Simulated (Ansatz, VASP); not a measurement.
**One calculation of GaP, two programs**

```xyz
2
Lattice="0.0000 2.6813 2.8154 2.6813 0.0000 2.8154 2.6813 2.6813 0.0000" Properties=species:S:1:pos:R:3 pbc="T T T"
Ga    0.0000    0.0000    0.0000
P     4.0219    4.0219    4.2230
```

Alike in both runs: task single point; functional PBE; k mesh 10 × 10 × 10; occupations gaussian, width 0.05 eV; no spin polarisation.

|  | VASP | Ansatz |
| --- | --- | --- |
| version | VASP 6.6.1 | Ansatz 0.2.0 |
| potentials or method | VASP PAW PBE potentials, release 64 (Ga_d, P), cutoff 520 eV | scalar-relativistic, plane waves, PAW |
| valence electrons in the cell | 18 | 18 |

|  | VASP | Ansatz | Ansatz less VASP |
| --- | --- | --- | --- |
| gap on the k mesh at the Fermi level (eV) | 1.37 | 1.37 | +0.001 |
| least direct gap on the mesh (eV) | 1.71 | 1.71 | +0.002 |
| pressure (GPa) | 2.4 | 2.5 | +0.08 |
| traceless stress, the component that is largest in VASP (GPa) | -2.61 | -2.60 | +0.006 |
